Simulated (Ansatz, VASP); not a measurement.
**Two plane-wave programs on TaN**

```
Ta N
1.0
     2.93800    0.00000    0.00000
    -1.46900    2.54438    0.00000
     0.00000    0.00000    2.88300
Ta N
1 1
Direct
  0.00000 0.00000 0.50000
  0.66667 0.33333 0.00000
```

Alike in both runs: task single point; functional PBEsol; k mesh 10 × 10 × 9; occupations methfessel-paxton of order 1, width 0.5 eV; no spin polarisation.

|  | VASP | Ansatz |
| --- | --- | --- |
| version | VASP 6.6.1 | Ansatz 0.2.0 |
| potentials or method | VASP PAW PBE potentials, release 64 (Ta_pv, N), cutoff 520 eV | plane waves, PAW |
| valence electrons in the cell | 16 | 18 |

|  | VASP | Ansatz | Ansatz less VASP |
| --- | --- | --- | --- |
| pressure (GPa) | -4.1 | -4.9 | -0.78 |
| traceless stress, the component that is largest in VASP (GPa) | 0.23 | 0.09 | -0.134 |

VASP's potentials were made for PBE, not for PBEsol. VASP's potentials hold 16 valence electrons a cell and Ansatz's 18, so a difference there can come from the potentials and not from the codes.

Spin-orbit coupling is off throughout.
